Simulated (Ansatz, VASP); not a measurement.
**KZnF3 in VASP and in Ansatz**

```
K Zn F
1.0
     4.04617    0.00000    0.00000
     0.00000    4.04617    0.00000
     0.00000    0.00000    4.04617
K Zn F
1 1 3
Cartesian
  0.0000 0.0000 0.0000
  2.0231 2.0231 2.0231
  2.0231 2.0231 0.0000
  0.0000 2.0231 2.0231
  2.0231 0.0000 2.0231
```

Alike in both runs: task single point; functional LDA; k mesh 6 × 6 × 6; no spin polarisation.

```csv
,VASP,Ansatz
version,VASP 6.6.1,Ansatz 0.2.0
potentials or method,"VASP PAW LDA potentials, release 64 (K_sv, Zn, F)","plane waves, PAW"
plane-wave cutoff (eV),520,420
occupations,"gaussian, width 0.01 eV",fixed
valence electrons in the cell,42,42
```

Ansatz gave:

- gap on the k mesh at the Fermi level (eV): 3.64
- pressure (GPa): -4.6

Q: What did VASP give for the same quantities?

A: gap on the k mesh at the Fermi level (eV): 3.60; pressure (GPa): -4.2.

LDA's correlation is that of Perdew and Zunger in VASP and of Perdew and Wang (1992) in Ansatz.
